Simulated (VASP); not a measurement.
Runs of VASP 6.6.1 on Cd4SeS3. The structure is that of space group I-42m (No. 121), or close to it. The cells are those of the table. 

| level | cell | k mesh | smearing | gap on the mesh (eV) | pressure (GPa) | largest force (eV/Å) |
| --- | --- | --- | --- | --- | --- | --- |
| PBE | a = 5.993, b = 5.993, c = 7.337 Å, angles 114.1, 114.1, 90.0°, 8 atoms | 4 × 4 × 4 | gaussian 0.1 eV | 0.89 | 0.3 | 0.01 |
| PBE | a = 7.338 Å, angles 131.8, 131.8, 70.6°, 8 atoms | 6 × 6 × 6 | gaussian 0.01 eV | 0.89 | 0.3 | - |
| PBE | a = 7.337 Å, angles 131.8, 131.8, 70.6°, 8 atoms | 6 × 6 × 6 | gaussian 0.02 eV | 0.89 | 0.3 | 0.01 |
| PBE | a = 5.997, b = 5.990, c = 7.336 Å, angles 114.1, 114.2, 89.9°, 8 atoms | 4 × 4 × 4 | gaussian 0.1 eV | 0.88 | 0.3 | 0.01 |
| PBE | a = 7.337 Å, angles 131.8, 131.8, 70.6°, 8 atoms | 4 × 4 × 4 | gaussian 0.1 eV | 0.89 | 0.3 | 0.01 |
| r2SCAN | a = 7.337 Å, angles 131.8, 131.8, 70.6°, 8 atoms | 6 × 6 × 6 | gaussian 0.02 eV | (a) | -1.2 | - |

Alike in all rows: task single point; potentials or basis VASP PAW PBE potentials, release 64 (Cd, Se, S); no spin polarisation; cutoff (eV) 520.

Fill in the values left out.

(a) 1.33.

Caveats: the PAW data sets were made with another functional, which shifts forces and pressure a little (some runs).

A k mesh can miss the band edges, and the runs leave out spin-orbit coupling on Cd, Se.
